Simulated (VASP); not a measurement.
Write the native input for VASP 6.6.1 that does the following.

- Task: relaxation of cell and atoms
- Functional: B3LYP
- Potentials or basis: VASP PAW PBE potentials, release 64 (Pb_d, Se)
- Cutoff: 600 eV
- k mesh: 4 × 4 × 4
- Occupations: fermi-dirac, width 0.05 eV
- Spin: no spin polarisation
- Dipole correction: no
- Grid for exact exchange (PRECFOCK): Normal
- Further INCAR settings: ALGO = Normal; EDIFF = 1e-07; IBRION = 2; EDIFFG = -0.01; NSW = 60; ISIF = 3
- Share of exact exchange: 0.2

Crystal: PbSe.

```xyz
2
Lattice="0.0000 3.0606 3.0606 3.0606 0.0000 3.0606 3.0606 3.0606 0.0000" Properties=species:S:1:pos:R:3 pbc="T T T"
Pb    0.0000    0.0000    0.0000
Se    3.0606    3.0606    3.0606
```

One way to write it, as run:

POSCAR

```
PbSe
1.0
    0.0000000000      3.0606500000      3.0606500000
    3.0606500000      0.0000000000      3.0606500000
    3.0606500000      3.0606500000      0.0000000000
Pb Se
1 1
Direct
    0.0000000000      0.0000000000      0.0000000000
    0.5000000000      0.5000000000      0.5000000000
```

INCAR.step1

```
PREC = Accurate
ENCUT = 600
EDIFF = 1E-5
ISMEAR = -1
SIGMA = 0.05
LREAL = F
LASPH = T
NELM = 80
ALGO = Normal
LWAVE = T
LCHARG = F
GGA = PE
NBANDS = 17
```

INCAR.step2

```
PREC = Accurate
ENCUT = 600
EDIFF = 1E-7
ISMEAR = -1
SIGMA = 0.05
LREAL = F
LASPH = T
NELM = 80
ALGO = Normal
ISIF = 3
LWAVE = F
LCHARG = F
GGA = B3
LHFCALC = T
AEXX = 0.2
AGGAX = 0.72
AGGAC = 0.81
ALDAC = 0.19
PRECFOCK = Normal
IBRION = 2
NSW = 60
EDIFFG = -0.01
ISTART = 1
```

KPOINTS

```
regular mesh
0
Gamma
  4 4 4
```

Potentials or basis: VASP PAW PBE potentials, release 64 (Pb_d, Se).

Launch:

```console
$ cat potpaw_PBE.64/Pb_d/POTCAR potpaw_PBE.64/Se/POTCAR > POTCAR
$ cp INCAR.step1 INCAR
$ mpirun -np 1 vasp_std > vasp.out
$ cp INCAR.step2 INCAR
$ mpirun -np 1 vasp_std > vasp.out
```

It gave:

```json
{"Relaxed volume": "31.15 Å³/atom", "Relaxed cell": "a = 4.450 Å, b = 4.450 Å, c = 4.450 Å, α = 60.00°, β = 60.00°, γ = 60.00°", "Space group after relaxing (to 0.1 Å)": "Fm-3m (No. 225)", "Energy gained by relaxing": "32.6 meV/atom", "Ionic steps": "3", "Pressure after relaxing": "0.0 GPa", "Band gap on the k mesh": "1.51 eV"}
```

Caveat: the k points lie up to 0.43 Å⁻¹ apart in the final cell; the PAW data sets were made with another functional, which shifts forces and pressure a little; spin-orbit coupling is left out, which moves the levels of the heavy elements.

Run time: 32 min on 1 thread of Intel(R) Xeon(R) 6975P-C (Granite Rapids) (shared host), peak memory 0.24 GiB.
